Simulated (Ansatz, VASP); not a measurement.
One calculation of AgCl, two programs

File INCAR:

```
SYSTEM = AgCl
PREC     = Accurate       ! precision mode
ENCUT    = 520            ! plane-wave cutoff, eV
EDIFF    = 1E-6           ! SCF threshold, eV
ISMEAR   = 0              ! smearing method
SIGMA    = 0.05           ! smearing width, eV
LREAL    = .FALSE.        ! projectors in reciprocal space
LASPH    = .TRUE.         ! aspherical terms in the spheres
NELM     = 100            ! most SCF steps
ALGO     = Normal         ! electronic algorithm
ISIF     = 2              ! what is computed and relaxed
LWAVE    = .FALSE.        ! write WAVECAR
LCHARG   = .TRUE.         ! write CHGCAR
GGA      = PS             ! functional
LELF     = .TRUE.         ! ELF
LVHAR    = .TRUE.       
NBANDS   = 26             ! bands
```

File KPOINTS:

```
regular mesh
0
G
  10 10 6
  0 0 0
```

File POSCAR:

```
AgCl
1.0
    3.3311591989      0.0000000000      0.0000000000
    0.0000000000      3.3311591989      0.0000000000
    0.0000000000      0.0000000000      6.6623183978
Ag Cl
2 2
Direct
   -0.1116728375      0.0000000000      0.0000000000
    0.1116728375      0.0000000000      0.5000000000
    0.5000000000      0.5000000000      0.2500000000
    0.5000000000      0.5000000000      0.7500000000
```

Input for Ansatz:

```yaml
crystal:
  lattice:
    - [3.3311591989, 0.0, 0.0]
    - [0.0, 3.3311591989, 0.0]
    - [0.0, 0.0, 6.6623183978]
  atoms:
    - { symbol: Ag, position: [-0.1116728375, 0.0, 0.0] }
    - { symbol: Ag, position: [0.1116728375, 0.0, 0.5] }
    - { symbol: Cl, position: [0.5, 0.5, 0.25] }
    - { symbol: Cl, position: [0.5, 0.5, 0.75] }
basis:
  ecutwfc: 420
kpoints:
  mp_grid: { grid: [10, 10, 6] }
hamiltonian:
  xc: pbesol
scf:
  occupations: { method: gaussian, width: 0.05 }
output:
  forces: true
  stress: true
  eigenvalues: true
```

Change from the starting cell: mode 1 frozen in at +0.000 Å and mode 6 at -0.372 Å (largest displacements).

Alike in both runs: task single point; functional PBEsol; k mesh 10 × 10 × 6; occupations gaussian, width 0.05 eV; no spin polarisation.

|  | VASP | Ansatz |
| --- | --- | --- |
| version | VASP 6.6.1 | Ansatz 0.2.0 |
| potentials or method | VASP PAW PBE potentials, release 64 (Ag, Cl), cutoff 520 eV | scalar-relativistic, plane waves, PAW |
| valence electrons in the cell | 36 | 52 |

|  | VASP | Ansatz | Ansatz less VASP |
| --- | --- | --- | --- |
| gap on the k mesh at the Fermi level (eV) | 0.14 | 0.15 | +0.002 |
| least direct gap on the mesh (eV) | 0.34 | 0.34 | +0.001 |
| pressure (GPa) | 2.2 | 2.3 | +0.13 |
| traceless stress, the component that is largest in VASP (GPa) | -1.26 | -1.26 | -0.002 |
| rms of the force components (eV/Å) | 0.095 | 0.096 | +0.0012 |

VASP's potentials were made for PBE, not for PBEsol. Atom by atom the forces differ by 0.001 eV/Å (rms over components). With one functional, cell and mesh, what is left measures potentials, basis and numerics. VASP's potentials hold 36 valence electrons a cell and Ansatz's 52, so a difference there can come from the potentials and not from the codes.
